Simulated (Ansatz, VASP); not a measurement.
Hg in VASP and in Ansatz

```xyz
1
Lattice="0.0000 3.6507 3.6507 3.6507 0.0000 3.6507 3.6507 3.6507 0.0000" Properties=species:S:1:pos:R:3 pbc="T T T"
Hg    0.0000    0.0000    0.0000
```

Alike in both runs: functional RPBE; k mesh 12 × 12 × 12; occupations fermi-dirac, width 0.1 eV; no spin polarisation.

Ansatz relaxed the structure, and its values are those at the end. VASP's run is a single point on that final structure, the one shown.

```csv
,VASP,Ansatz
version,VASP 6.6.1,Ansatz 0.2.0
potentials or method,"VASP PAW PBE potentials, release 64 (Hg), cutoff 520 eV","plane waves (420 eV) with PAW, scalar-relativistic"
valence electrons in the cell,12,20
```

```csv
,VASP,Ansatz,Ansatz less VASP
pressure (GPa),0.0,0.0,+0.03
```

VASP's potentials were made for PBE, not for RPBE. The functional is the same, so the differences come from potentials, cutoffs and numerics. VASP's potentials hold 12 valence electrons a cell and Ansatz's 20, so a difference there can come from the potentials and not from the codes.

Spin-orbit coupling is off throughout.
